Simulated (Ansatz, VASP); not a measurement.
Two plane-wave programs on LiF

The input POSCAR:

```
LiF
1.0
    3.0810126313      0.0000000000      0.0000000000
   -1.5405063157      2.6682352081      0.0000000000
    0.0000000000      0.0000000000      4.8092697163
Li F
2 2
Direct
    0.3333333333      0.6666666667     -0.0067187361
    0.6666666667      0.3333333333      0.4932812639
    0.3333333333      0.6666666667      0.3817187361
    0.6666666667      0.3333333333      0.8817187361
```

INCAR.step1

```
SYSTEM = LiF
ALGO = Normal
EDIFF = 1E-4
ENCUT = 520
GGA = PE
ISMEAR = 0
LASPH = .True.
LCHARG = .False.
LREAL = .False.
LWAVE = .True.
NBANDS = 18
NELM = 100
PREC = Accurate
SIGMA = 0.01
```

Contents of INCAR.step2:

```
SYSTEM = LiF
ALGO = Normal
EDIFF = 1E-6
ENCUT = 520
ISIF = 2
ISMEAR = 0
ISTART = 1
LASPH = .True.
LCHARG = .False.
LMIXTAU = .True.
LREAL = .False.
LWAVE = .False.
METAGGA = R2SCAN
NBANDS = 18
NELM = 100
PREC = Accurate
SIGMA = 0.01
```

KPOINTS

```
k-points
0
Gamma
  12 12 6
  0 0 0
```

Input for Ansatz:

```yaml
crystal:
  lattice:
    - [3.0810126313, 0.0, 0.0]
    - [-1.5405063157, 2.6682352081, 0.0]
    - [0.0, 0.0, 4.8092697163]
  atoms:
    - { symbol: Li, position: [0.3333333333, 0.6666666667, -0.0067187361] }
    - { symbol: Li, position: [0.6666666667, 0.3333333333, 0.4932812639] }
    - { symbol: F, position: [0.3333333333, 0.6666666667, 0.3817187361] }
    - { symbol: F, position: [0.6666666667, 0.3333333333, 0.8817187361] }
kpoints:
  mp_grid: { grid: [12, 12, 6] }
  band_path:
    path:
      - [0.0, 0.0, 0.0]
      - [0.5, 0.0, 0.0]
      - [0.3333333333, 0.3333333333, 0.0]
      - [0.0, 0.0, 0.5]
      - [0.5, 0.0, 0.5]
      - [0.3333333333, 0.3333333333, 0.5]
    npoints: 1
hamiltonian:
  xc: r2scan
scf:
  occupations: { method: fixed }
  n_extra_bands: 5
output:
  forces: true
  stress: true
  eigenvalues: true
```

Change from the starting cell: uniaxial_z strain +0.5%.

Alike in both runs: task single point; functional r2SCAN; k mesh 12 × 12 × 6; no spin polarisation.

```csv
,VASP,Ansatz
version,VASP 6.6.1,Ansatz 0.2.0
potentials or method,"VASP PAW PBE potentials, release 64 (Li_sv, F)","plane waves, PAW"
plane-wave cutoff (eV),520,500
occupations,"gaussian, width 0.01 eV",fixed
valence electrons in the cell,20,20
```

|  | VASP | Ansatz | Ansatz less VASP |
| --- | --- | --- | --- |
| gap on the k mesh at the Fermi level (eV) | 8.66 | 8.57 | -0.095 |
| rms of the force components (eV/Å) | 0.007 | 0.000 | -0.0066 |

VASP's potentials were made for PBE, not for r2SCAN. Atom by atom the forces differ by 0.007 eV/Å (rms over components).

Noted on VASP's run: the cutoff is under 1.25 times that of the potentials, so the pressure is a little rough.
